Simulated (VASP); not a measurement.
Input of a VASP 6.6.1 run:

INCAR

```
SYSTEM = AgGeAu
PREC = Accurate ; ENCUT = 520
EDIFF = 1E-6 ; ISMEAR = 0
SIGMA = 0.2821 ; LREAL = .False.
LASPH = .True. ; NELM = 100
ALGO = Normal ; ISIF = 2
LWAVE = .False. ; LCHARG = .True.
GGA = PE ; LELF = .True.
LVHAR = .True. ; NBANDS = 64
```

KPOINTS

```
Automatic mesh
0
Gamma
  9 9 4
  0 0 0
```

POSCAR

```
AgGeAu
1.0
    2.2240101199      3.8520985243      0.0000000000
   -2.2240101199      3.8520985243      0.0000000000
    0.0000000000      0.0000000000     10.0925190000
Ag Ge Au
3 3 3
Direct
    0.3333333333      0.3333333333      0.2163164487
    0.3333333333      0.3333333333      0.7836835513
    0.6666666667      0.6666666667      0.5000000000
    0.3333333333      0.3333333333      0.5000000000
    0.6666666667      0.6666666667      0.1324603718
    0.6666666667      0.6666666667      0.8675396282
    0.0000000000      0.0000000000      0.3478024281
    0.0000000000      0.0000000000      0.6521975719
    0.0000000000      0.0000000000      0.0000000000
```

Potentials or basis: VASP PAW PBE potentials, release 64 (Ag, Ge_d, Au).

Run with:

```bash
$ cat potpaw_PBE.64/Ag/POTCAR potpaw_PBE.64/Ge_d/POTCAR potpaw_PBE.64/Au/POTCAR > POTCAR
$ mpirun -np 1 vasp_std > vasp.out
```

Q: Predict the largest force.

A: 0.006 eV/Å.

Q: Predict the band gap on the k mesh.

A: Zero (bands 54 and 55 overlap by 2.27 eV).

Forces on the atoms (eV/Å):
```
Ag   0.000  0.000  0.006
Ag   0.000  0.000 -0.006
Ag   0.000  0.000  0.000
Ge   0.000  0.000  0.000
Ge   0.000  0.000 -0.002
Ge   0.000  0.000  0.002
Au   0.000  0.000  0.002
Au   0.000  0.000 -0.002
Au   0.000  0.000  0.000
```

Caveat: so wide a smearing shifts energies and pressures; spin-orbit coupling is left out, which moves the levels of the heavy elements.
